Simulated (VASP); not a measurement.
DyAgH2: single point with PBE

Crystal: DyAgH2.

```xyz
8
Lattice="4.9123 0.0000 0.0000 0.0000 3.5788 0.0000 0.0000 0.0000 5.8897" Properties=species:S:1:pos:R:3 pbc="T T T"
Dy    1.2281    1.7894    4.7608
Dy    3.6842    1.7894    1.1289
Ag    1.2281    0.0000    2.2831
Ag    3.6842    0.0000    3.6065
H     2.4561    0.0000    0.0000
H     0.0000    0.0000    0.0000
H     1.2281    1.7894    1.0608
H     3.6842    1.7894    4.8289
```

The cell was generated, and may not be a known phase.

- Program: VASP 6.6.1
- Task: single point
- Functional: PBE
- Potentials or basis: VASP PAW PBE potentials, release 64 (Dy_3, Ag, H), 4f in core
- Cutoff: 500 eV
- k mesh: 4 × 4 × 3
- Occupations: gaussian, width 0.2 eV
- Spin: no spin polarisation
- Dipole correction: no
- Further INCAR settings: ALGO = Normal; EDIFF = 1e-06; NBANDS = 32

- Pressure: -0.3 GPa
- Largest force: 0.049 eV/Å
- Band gap on the k mesh: zero (bands 22 and 23 overlap by 0.73 eV)

Forces on the atoms (eV/Å):
```
Dy   0.000  0.000 -0.049
Dy   0.000  0.000  0.049
Ag   0.000  0.000 -0.005
Ag   0.000  0.000  0.005
H    0.000  0.000  0.000
H    0.000  0.000  0.000
H    0.000  0.000 -0.004
H    0.000  0.000  0.004
```

Stress tensor (GPa, compression positive):
```
-0.23  0.00  0.00
 0.00 -0.37  0.00
 0.00  0.00 -0.27
```

Levels at points of the mesh, in eV from the Fermi level:
```
           k point  band 20  band 21  band 22  band 23  band 24  band 25
(0.00, 0.00, 0.00)    -2.82    -1.80    -0.34    -0.26     2.56     2.76
(0.50, 0.00, 0.00)    -2.26    -1.90    -1.90     0.94     0.94     2.36
(0.00, 0.50, 0.00)    -3.58    -2.42    -0.10     0.61     2.08     2.14
(0.50, 0.50, 0.00)    -3.54    -1.41    -1.41     0.36     0.36     1.98
```

Run time: 60 s on 1 thread of AMD EPYC 7R13 Processor (Zen 3) (shared host), peak memory 0.21 GiB.

Caveat: the k points lie up to 0.44 Å⁻¹ apart, too coarse for converged energies and pressures of a metal; spin-orbit coupling is left out, which moves the levels of the heavy elements; the 4f electrons are frozen in the core, so they carry no moment and show no levels. Spin polarisation is off, so any magnetic state and its effect on volume and gap are missing.
